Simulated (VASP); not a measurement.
# TiC (Fm-3m) in VASP: notebook, part 2 of 2

VASP 6.6.1.

### Step 4. Vibrations by perturbation theory, LDA

This run uses another cell than the first one, of 9.57 Å³/atom.

INCAR reads:

```
SYSTEM = TiC
PREC = Accurate
ENCUT = 520
EDIFF = 1E-8
ISMEAR = -1
SIGMA = 0.15
LREAL = .FALSE.
LASPH = .TRUE.
NELM = 100
ALGO = Normal
ISIF = 2
LWAVE = .FALSE.
LCHARG = .TRUE.
GGA = CA
IBRION = 8
NSW = 1
```

KPOINTS reads:

```
regular mesh
0
G
  18 18 18
  0 0 0
```

POSCAR reads:

```
TiC
1.0
    0.0000000000      2.1232055374      2.1232055374
    2.1232055374      0.0000000000      2.1232055374
    2.1232055374      2.1232055374      0.0000000000
Ti C
1 1
Direct
    0.0000000000      0.0000000000      0.0000000000
    0.5000000000      0.5000000000      0.5000000000
```

Potentials or basis: VASP PAW LDA potentials, release 64 (Ti_sv, C).

Run with:

```
cat potpaw_LDA.64/Ti_sv/POTCAR potpaw_LDA.64/C/POTCAR > POTCAR
mpirun -np 1 vasp_std > vasp.out
```

OUTCAR:

```text
SYSTEM = TiC
   PREC = Accurate
   ENCUT = 520
   EDIFF = 1E-8
   ISMEAR = -1
   LREAL = .FALSE.
   LASPH = .TRUE.
   NELM = 100
   ISIF = 2
   GGA = CA
   IBRION = 8
   NSW = 1

 ion  position               nearest neighbor table
   1  0.000  0.000  0.000-   2 2.12   2 2.12   2 2.12   2 2.12   2 2.12   2 2.12
   2  0.500  0.500  0.500-   1 2.12   1 2.12   1 2.12   1 2.12   1 2.12   1 2.12

  LATTYP: Found a face centered cubic cell.
 ALAT       =     4.2464110748

  Lattice vectors:

 A1 = (   0.0000000000,   2.1232055374,   2.1232055374)
 A2 = (   2.1232055374,   0.0000000000,   2.1232055374)
 A3 = (   2.1232055374,   2.1232055374,   0.0000000000)

Analysis of symmetry for initial positions (statically):
=====================================================================
 Subroutine PRICEL returns:
 Original cell was already a primitive cell.

 Routine SETGRP: Setting up the symmetry group for a
 face centered cubic supercell.

 Subroutine GETGRP returns: Found 48 space group operations
 (whereof 48 operations were pure point group operations)
 out of a pool of 48 trial point group operations.

The static configuration has the point symmetry O_h .

Analysis of symmetry for dynamics (positions and initial velocities):
=====================================================================
 Subroutine PRICEL returns:
 Original cell was already a primitive cell.

 Routine SETGRP: Setting up the symmetry group for a
 face centered cubic supercell.

 Subroutine GETGRP returns: Found 48 space group operations
 (whereof 48 operations were pure point group operations)
 out of a pool of 48 trial point group operations.

The dynamic configuration has the point symmetry O_h .

 Subroutine INISYM returns: Found 48 space group operations
 (whereof 48 operations are pure point group operations),
 and found     1 'primitive' translations

----------------------------------------------------------------------------------------

                                     Primitive cell

  volume of cell :      19.1428

  direct lattice vectors                    reciprocal lattice vectors
     0.000000000  2.123205537  2.123205537    -0.235492980  0.235492980  0.235492980
     2.123205537  0.000000000  2.123205537     0.235492980 -0.235492980  0.235492980
     2.123205537  2.123205537  0.000000000     0.235492980  0.235492980 -0.235492980

  length of vectors
     3.002666067  3.002666067  3.002666067     0.407885807  0.407885807  0.407885807

  position of ions in fractional coordinates (direct lattice)
     0.000000000  0.000000000  0.000000000
     0.500000000  0.500000000  0.500000000

  ion indices of the primitive-cell ions
   primitive index   ion index
                 1           1
                 2           2
[... 130 lines left out ...]
      1     -45.7558      2.00000
      2     -22.1249      2.00000
      3     -22.1249      2.00000
      4     -22.1249      2.00000
      5      -2.5272      2.00000
      6      10.6039      0.02362
      7      10.6039      0.02362
      8      10.6039      0.02362
      9      11.7164      0.00001
     10      11.7164      0.00001
     11      11.7164      0.00001
     12      11.7945      0.00001
[... 331 lines left out ...]
 k-point    24 :      -0.2222    0.0556    0.0000
  band No.  band energies     occupation
      1     -45.7063      2.00000
      2     -22.4354      2.00000
      3     -22.1759      2.00000
      4     -22.1450      2.00000
      5      -1.1569      2.00000
      6       7.2123      2.00000
      7       8.0688      1.99999
      8       8.3197      1.99996
      9      11.5166      0.00005
     10      11.9813      0.00000
     11      13.0574      0.00000
     12      15.4727      0.00000

 [... further k-points ...]
[... 5 lines left out ...]
  --------------------------------------------------------------------------------------
  -------------------------------------------------------------------------------------
  Total        0.4450063      0.4450063      0.4450063      0.0000000      0.0000000     -0.0000000
  in kB       37.2452306     37.2452306     37.2452306      0.0000000      0.0000000     -0.0000000
  external PRESSURE =      37.2452306 kB  Pullay stress =       0.0000000 kB

 VOLUME and BASIS-vectors are now :
 -----------------------------------------------------------------------------
  energy-cutoff  :      520.00
  volume of cell :       19.14
      direct lattice vectors                 reciprocal lattice vectors
     0.000000000  2.123205537  2.123205537    -0.235492980  0.235492980  0.235492980
     2.123205537  0.000000000  2.123205537     0.235492980 -0.235492980  0.235492980
     2.123205537  2.123205537  0.000000000     0.235492980  0.235492980 -0.235492980

 POSITION                                       TOTAL-FORCE (eV/Angst)
 -----------------------------------------------------------------------------------
      0.00000      0.00000      0.00000        -0.000000     -0.000000      0.000000
      2.12321      2.12321      2.12321         0.000000      0.000000     -0.000000
 -----------------------------------------------------------------------------------
    total drift:                                0.000000     -0.000000     -0.000000

  FREE ENERGIE OF THE ION-ELECTRON SYSTEM (eV)
  ---------------------------------------------------
  free  energy   TOTEN  =       -20.5474234960 eV

  energy  without entropy=      -20.5233331873  energy(sigma->0) =      -20.53537834

[... ionic steps 2 to 3 ...]

--------------------------------------- Ionic step        4  -------------------------------------------

------------------------ aborting loop because EDIFF is reached ----------------------------------------

[... ionic steps 5 to 6 ...]

--------------------------------------- Ionic step        7  -------------------------------------------

 Free energy of the ion-electron system (eV)
  ---------------------------------------------------
  ---------------------------------------------------
  free energy    TOTEN  =        -0.11810605 eV

  energy without entropy =       -0.11810605

------------------------ aborting loop because EDIFF is reached ----------------------------------------

 INTERNAL STRAIN TENSOR  FOR ION    2  DIRECTION 1   (eV/Angst):
 -----------------------------------------------------------------------------
    -0.00566  0.00000 -0.00000
    -0.00000  0.00201 -0.00000
     0.00000 -0.00000  0.00201

 INTERNAL STRAIN TENSOR FOR ION    2 for displacements in x,y,z  (eV/Angst):
          X           Y           Z          XY          YZ          ZX
  --------------------------------------------------------------------------------
  x     0.00000     0.00000     0.00000     0.00000     0.00000     0.00000
  y     0.00000     0.00000     0.00000     0.00000     0.00000     0.00000
  z     0.00000     0.00000     0.00000     0.00000     0.00000     0.00000

 SECOND DERIVATIVES (NOT SYMMETRIZED)
 ------------------------------------
               1X          1Y          1Z          2X          2Y          2Z
  1X   -11.359932    0.000000    0.000000   11.359932    0.000000    0.000000
  1Y     0.000000  -11.359932    0.000000    0.000000   11.359932    0.000000
  1Z     0.000000    0.000000  -11.359932    0.000000    0.000000   11.359932
  2X    11.300238    0.000000    0.000000  -11.300238    0.000000    0.000000
  2Y     0.000000   11.300238    0.000000    0.000000  -11.300238    0.000000
  2Z     0.000000    0.000000   11.300238    0.000000    0.000000  -11.300238

 Eigenvectors and eigenvalues of the dynamical matrix
 ----------------------------------------------------

   1 f  =   16.968319 THz   106.615091 2PiTHz  566.002190 cm-1    70.175296 meV
             X         Y         Z           dx          dy          dz
      0.000000  0.000000  0.000000     0.000000    0.448770    0.000000
      2.123206  2.123206  2.123206     0.000000   -0.893647    0.000000
[... 21 lines left out ...]
   6 f/i=    0.017926 THz     0.112635 2PiTHz    0.597962 cm-1     0.074138 meV
             X         Y         Z           dx          dy          dz
      0.000000  0.000000  0.000000     0.000000   -0.893647    0.000000
      2.123206  2.123206  2.123206     0.000000   -0.448770    0.000000

--------------------------------------------------------------------------------------------------------

 ELASTIC MODULI CONTR FROM IONIC RELAXATION (kBar)
 Direction    XX          YY          ZZ          XY          YZ          ZX
 --------------------------------------------------------------------------------
 XX           0.0000      0.0000      0.0000      0.0000      0.0000      0.0000
 YY           0.0000      0.0000      0.0000      0.0000      0.0000      0.0000
 ZZ           0.0000      0.0000      0.0000      0.0000      0.0000      0.0000
 XY           0.0000      0.0000      0.0000      0.0000      0.0000      0.0000
 YZ           0.0000      0.0000      0.0000      0.0000      0.0000      0.0000
 ZX           0.0000      0.0000      0.0000      0.0000      0.0000      0.0000
 --------------------------------------------------------------------------------
```

Wall time 2.9 min (1 thread of Intel Xeon 6975P-C (Granite Rapids), shared host); peak memory 0.34 GiB.

What came out:

| Quantity | Value |
| --- | --- |
| Highest phonon frequency at Γ | 566 cm⁻¹ |

Phonon frequencies in cm⁻¹ (negative: imaginary):
```tsv
q point	frequencies
(0.000, 0.000, 0.000)	-1 -1 -1 566 566 566
```

Caveat: the cell stands under pressure or tension, which shifts response properties.
